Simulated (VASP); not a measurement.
# GaSb3 (Fm-3m) in VASP: settings compared

The runs below take GaSb3 through relaxation of cell and atoms, single point, with LDA, PBE, PBEsol, RPBE.

All numbers are computed with VASP 6.6.1; they aren't measurements. Logs are shortened: lines on timing, memory, paths and dates and some standing lists are left out, and cuts for length are marked.

### Step 1. The cell of the first run

Symmetry: Fm-3m, No. 225, cubic system. The conventional cell has a = 7.461 Å, b = 7.461 Å, c = 7.461 Å, α = 90.00°, β = 90.00°, γ = 90.00°. Sb (site symmetry m-3m) has 8 Sb at 3.23 Å and 6 Ga at 3.73 Å within 4.3 Å. Sb (site symmetry -43m) has 10 Sb at 3.23 to 3.73 Å and 4 Ga at 3.23 Å within 4.3 Å. Ga (site symmetry m-3m) has 14 Sb at 3.23 to 3.73 Å within 4.3 Å.

### Step 2. Relaxation of cell and atoms, LDA

INCAR reads:

```
ALGO = Normal
EDIFF = 1E-7
EDIFFG = -0.01
ENCUT = 600
GGA = CA
IBRION = 2
ISIF = 3
ISMEAR = -1
LASPH = T
LCHARG = F
LREAL = F
LWAVE = F
NELM = 100
NSW = 60
PREC = Accurate
SIGMA = 0.05
```

KPOINTS reads:

```
k-points
0
Gamma
  6 6 6
```

POSCAR reads:

```
GaSb3
1.0
    0.0000000000      3.7305950000      3.7305950000
    3.7305950000      0.0000000000      3.7305950000
    3.7305950000      3.7305950000      0.0000000000
Sb Ga
3 1
Direct
    0.5000000000      0.5000000000      0.5000000000
    0.7500000000      0.7500000000      0.7500000000
    0.2500000000      0.2500000000      0.2500000000
    0.0000000000      0.0000000000      0.0000000000
```

Potentials or basis: VASP PAW LDA potentials, release 64 (Sb, Ga_d).

Run with:

```bash
> cat potpaw_LDA.64/Sb/POTCAR potpaw_LDA.64/Ga_d/POTCAR > POTCAR
> mpirun -np 1 vasp_std > vasp.out
```

OUTCAR:

```text
EDIFF = 1E-7
   EDIFFG = -0.01
   ENCUT = 600
   GGA = CA
   IBRION = 2
   ISIF = 3
   ISMEAR = -1
   LASPH = T
   LREAL = F
   NELM = 100
   NSW = 60
   PREC = Accurate

 ion  position               nearest neighbor table
   1  0.500  0.500  0.500-   3 3.23   3 3.23   3 3.23   2 3.23   3 3.23   2 3.23   2 3.23   2 3.23

   2  0.750  0.750  0.750-   1 3.23   1 3.23   1 3.23   1 3.23   4 3.23   4 3.23   4 3.23   4 3.23
                             3 3.73   3 3.73   3 3.73   3 3.73   3 3.73   3 3.73
   3  0.250  0.250  0.250-   4 3.23   4 3.23   4 3.23   1 3.23   4 3.23   1 3.23   1 3.23   1 3.23
                             2 3.73   2 3.73   2 3.73   2 3.73   2 3.73   2 3.73
   4  0.000  0.000  0.000-   2 3.23   2 3.23   2 3.23   2 3.23   3 3.23   3 3.23   3 3.23   3 3.23

  LATTYP: Found a face centered cubic cell.
 ALAT       =     7.4611900000

  Lattice vectors:

 A1 = (   0.0000000000,   3.7305950000,   3.7305950000)
 A2 = (   3.7305950000,   0.0000000000,   3.7305950000)
 A3 = (   3.7305950000,   3.7305950000,   0.0000000000)

Analysis of symmetry for initial positions (statically):
=====================================================================
 Subroutine PRICEL returns:
 Original cell was already a primitive cell.

 Routine SETGRP: Setting up the symmetry group for a
 face centered cubic supercell.

 Subroutine GETGRP returns: Found 48 space group operations
 (whereof 48 operations were pure point group operations)
 out of a pool of 48 trial point group operations.

The static configuration has the point symmetry O_h .

Analysis of symmetry for dynamics (positions and initial velocities):
=====================================================================
 Subroutine PRICEL returns:
 Original cell was already a primitive cell.

 Routine SETGRP: Setting up the symmetry group for a
 face centered cubic supercell.

 Subroutine GETGRP returns: Found 48 space group operations
 (whereof 48 operations were pure point group operations)
 out of a pool of 48 trial point group operations.

The dynamic configuration has the point symmetry O_h .

 Subroutine INISYM returns: Found 48 space group operations
 (whereof 48 operations are pure point group operations),
 and found     1 'primitive' translations

----------------------------------------------------------------------------------------

                                     Primitive cell

  volume of cell :     103.8399

  direct lattice vectors                    reciprocal lattice vectors
     0.000000000  3.730595000  3.730595000    -0.134026878  0.134026878  0.134026878
     3.730595000  0.000000000  3.730595000     0.134026878 -0.134026878  0.134026878
     3.730595000  3.730595000  0.000000000     0.134026878  0.134026878 -0.134026878

  length of vectors
     5.275858045  5.275858045  5.275858045     0.232141362  0.232141362  0.232141362

  position of ions in fractional coordinates (direct lattice)
     0.500000000  0.500000000  0.500000000
     0.750000000  0.750000000  0.750000000
     0.250000000  0.250000000  0.250000000
     0.000000000  0.000000000  0.000000000

  ion indices of the primitive-cell ions
   primitive index   ion index
                 1           1
                 2           2
                 3           3
                 4           4

----------------------------------------------------------------------------------------

 KPOINTS: k-points

Automatic generation of k-mesh.
 Grid dimensions read from file:
 generate k-points for:    6    6    6

 Generating k-lattice:

  Cartesian coordinates                     Fractional coordinates (reciprocal lattice)
    -0.022337813  0.022337813  0.022337813     0.166666667  0.000000000  0.000000000
     0.022337813 -0.022337813  0.022337813     0.000000000  0.166666667  0.000000000
     0.022337813  0.022337813 -0.022337813     0.000000000  0.000000000  0.166666667

  Length of vectors
     0.038690227  0.038690227  0.038690227

  Shift w.r.t. Gamma in fractional coordinates (k-lattice)
     0.000000000  0.000000000  0.000000000

 Subroutine IBZKPT returns following result:
 ===========================================

 Found     16 irreducible k-points:

 Following reciprocal coordinates:
            Coordinates               Weight
  0.000000  0.000000  0.000000      1.000000
  0.166667  0.000000  0.000000      8.000000
  0.333333  0.000000  0.000000      8.000000
  0.500000  0.000000  0.000000      4.000000
  0.166667  0.166667  0.000000      6.000000
  0.333333  0.166667  0.000000     24.000000
[... 8 lines left out ...]
 -0.333333  0.333333  0.166667     24.000000
 -0.333333  0.500000  0.166667     12.000000
   k-points           NKPTS =     16   k-points in BZ     NKDIM =     16   number of bands    NBANDS=     18
   number of dos      NEDOS =    301   number of ions     NIONS =      4
   total plane-waves  NPLWV =  74088
   dimension x,y,z NGX =    42 NGY =   42 NGZ =   42
   dimension x,y,z NGXF=    84 NGYF=   84 NGZF=   84
   ions per type =               3   1
   NGX,Y,Z   is equivalent  to a cutoff of  13.23, 13.23, 13.23 a.u.
   NGXF,Y,Z  is equivalent  to a cutoff of  26.47, 26.47, 26.47 a.u.
 SYSTEM =  unknown system
   PREC   = accura    normal or accurate (medium, high low for compatibility)
   ISTART =      0    job   : 0-new  1-cont  2-samecut
   ICHARG =      2    charge: 1-file 2-atom 10-const
   ISPIN  =      1    spin polarized calculation?
   LNONCOLLINEAR =      F non collinear calculations
   LSORBIT =      F    spin-orbit coupling
   LASPH  =      T    aspherical Exc in radial PAW
   ENCUT  =  600.0 eV  44.10 Ry    6.64 a.u.  10.54 10.54 10.54*2*pi/ulx,y,z
   NELM   =    100;   NELMIN=  2; NELMDL= -5     # of ELM steps
   EDIFF  = 0.1E-06   stopping-criterion for ELM
   LREAL  =      F    real-space projection
   EDIFFG = -.1E-01   stopping-criterion for IOM
   NSW    =     60    number of steps for IOM
   IBRION =      2    ionic relax: 0-MD 1-quasi-New 2-CG
   NFREE  =      1    steps in history (QN), initial steepest desc. (CG)
   ISIF   =      3    stress and relaxation
   ISYM   =      2    0-nonsym 1-usesym 2-fastsym
   POTIM  = 0.5000    time-step for ionic-motion
   TEBEG  =    0.0;   TEEND  =   0.0 temperature during run
   PSTRESS=    0.0 pullay stress
   NELECT =      28.0000    total number of electrons
   NUPDOWN=      -1.0000    fix difference up-down
   EMIN   =  10.00;   EMAX   =-10.00  energy-range for DOS
   EFERMI =   0.00;   METHOD = LEGACY
   ISMEAR =    -1;   SIGMA  =   0.05  broadening in eV -4-tet -1-fermi 0-gaus
   EFERMI_NEDOS =   21; number of points for ismear=-14 and -15
   IALGO  =     38    algorithm
   IMIX   =      4    mixing-type and parameters
     AMIX     =   0.40;   BMIX     =  1.00
     AMIX_MAG =   1.60;   BMIX_MAG =  1.00
  volume/ion in A,a.u.               =      25.96       175.19
  Fermi-wavevector in a.u.,A,eV,Ry     =   1.057644  1.998657 15.219617  1.118610
  Thomas-Fermi vector in A             =   2.192924
   LORBIT       =      0    0 simple, 1 ext, 2 COOP (PROOUT), +10 PAW based schemes
   GGA     = CA    functional components
   LHFCALC =     F    Hartree Fock is set to
   AEXX    =    0.0000 exact exchange contribution
   IVDW    =     0    specifies the selected vdW correction
   LEPSILON=     F    determine dielectric tensor
   LRPA    =     F    only Hartree local field effects (RPA)
 conjugate gradient relaxation of ions
 non-spin polarized calculation
  energy-cutoff  :      600.00
  volume of cell :      103.84
 maximum number of plane-waves:      3490
   NGX = 21   NGY = 21   NGZ = 21

--------------------------------------- Ionic step        1  -------------------------------------------

 number of electron      28.0000008 magnetization

 Free energy of the ion-electron system (eV)
  ---------------------------------------------------
  ext. energy  EPLUGINS =         0.00000000
  ---------------------------------------------------
  free energy    TOTEN  =       -17.10143022 eV

  energy without entropy =      -17.06641035  energy(sigma->0) =      -17.08392029

------------------------ aborting loop because EDIFF is reached ----------------------------------------

  FORCE on cell =-STRESS in cart. coord.  units (eV):
  Direction    XX          YY          ZZ          XY          YZ          ZX
  --------------------------------------------------------------------------------------
  -------------------------------------------------------------------------------------
  Total       -2.8850666     -2.8850666     -2.8850666      0.0000000     -0.0000000      0.0000000
  in kB      -44.5145627    -44.5145627    -44.5145627      0.0000000     -0.0000000      0.0000000
  external PRESSURE =     -44.5145627 kB  Pullay stress =       0.0000000 kB

 VOLUME and BASIS-vectors are now :
 -----------------------------------------------------------------------------
  energy-cutoff  :      600.00
  volume of cell :      103.84
      direct lattice vectors                 reciprocal lattice vectors
     0.000000000  3.730595000  3.730595000    -0.134026878  0.134026878  0.134026878
     3.730595000  0.000000000  3.730595000     0.134026878 -0.134026878  0.134026878
     3.730595000  3.730595000  0.000000000     0.134026878  0.134026878 -0.134026878
[... 39 lines left out ...]
 POSITION                                       TOTAL-FORCE (eV/Angst)
 -----------------------------------------------------------------------------------
      3.60079      3.60079      3.60079        -0.000000      0.000000     -0.000000
      5.40118      5.40118      5.40118         0.000000      0.000000      0.000000
      1.80039      1.80039      1.80039        -0.000000     -0.000000      0.000000
      3.60079     -0.00000      3.60079        -0.000000      0.000000     -0.000000
 -----------------------------------------------------------------------------------
    total drift:                               -0.000000      0.000000      0.000000

  FREE ENERGIE OF THE ION-ELECTRON SYSTEM (eV)
  ---------------------------------------------------
  free  energy   TOTEN  =       -17.2259984497 eV

  energy  without entropy=      -17.1931177459  energy(sigma->0) =      -17.20955810

--------------------------------------- Ionic step        3  -------------------------------------------

 number of electron      27.9999990 magnetization

 Free energy of the ion-electron system (eV)
  ---------------------------------------------------
  ext. energy  EPLUGINS =         0.00000000
  ---------------------------------------------------
  free energy    TOTEN  =       -17.23315446 eV

  energy without entropy =      -17.19939226  energy(sigma->0) =      -17.21627336

 E-fermi :   8.5259     XC(G=0): -10.7530

 val. band max:        8.5123303487   @ k =   0.5000   0.0000   0.0000
 cond. band min:       8.5378367221   @ k =   0.3333   0.1667   0.0000
 fundamental gap:      0.0255063734
 Fermi energy:         8.5258552043

 k-point     1 :       0.0000    0.0000    0.0000
  band No.  band energies     occupation
      1      -6.6109      2.00000
      2      -6.6109      2.00000
      3      -6.6109      2.00000
      4      -6.5938      2.00000
      5      -6.5938      2.00000
      6      -4.7196      2.00000
[... 10 lines left out ...]
     17       7.5403      2.00000
     18       7.5403      2.00000
[... 335 lines left out ...]
 POSITION                                       TOTAL-FORCE (eV/Angst)
 -----------------------------------------------------------------------------------
      3.62382      3.62382      3.62382        -0.000000     -0.000000      0.000000
      5.43574      5.43574      5.43574        -0.000000      0.000000     -0.000000
      1.81191      1.81191      1.81191         0.000000     -0.000000      0.000000
      0.00000      0.00000      0.00000        -0.000000      0.000000     -0.000000
 -----------------------------------------------------------------------------------
    total drift:                               -0.000000      0.000000      0.000000

  FREE ENERGIE OF THE ION-ELECTRON SYSTEM (eV)
  ---------------------------------------------------
  free  energy   TOTEN  =       -17.2331544617 eV

  energy  without entropy=      -17.1993922627  energy(sigma->0) =      -17.21627336

 reached required accuracy - stopping structural energy minimisation
```

It took 67 s on 1 thread of Intel Xeon 6975P-C (Granite Rapids), shared host; peak memory 0.23 GiB.

Results:

* Free energy: -17.2332 eV
* Relaxed volume: 23.79 Å³/atom
* Relaxed cell: a = 5.125 Å, b = 5.125 Å, c = 5.125 Å, α = 60.00°, β = 60.00°, γ = 60.00°
* Space group after relaxing (to 0.05 Å): Fm-3m (No. 225)
* Energy gained by relaxing: 32.9 meV/atom
* Ionic steps: 3
* Pressure after relaxing: 0.0 GPa

The path:
| step | energy change (eV) | largest force (eV/Å) | pressure (GPa) | volume (Å³) |
| --- | --- | --- | --- | --- |
| 1 | 0.0000 | 0.0000 | -4.45 | 103.84 |
| 2 | -0.1246 | 0.0000 | 1.31 | 93.37 |
| 3 | -0.1317 | 0.0000 | -0.02 | 95.18 |

Final structure:
```
Sb Ga
1.0
     0.00000    3.62382    3.62382
     3.62382    0.00000    3.62382
     3.62382    3.62382    0.00000
Sb Ga
3 1
Direct
  0.50000 0.50000 0.50000
  0.75000 0.75000 0.75000
  0.25000 0.25000 0.25000
  0.00000 0.00000 0.00000
```

Caveat: the bands computed are all filled at some k points, so no gap is given; spin-orbit coupling is left out, which moves the levels of the heavy elements.

(Continued in part 2 of 3.)
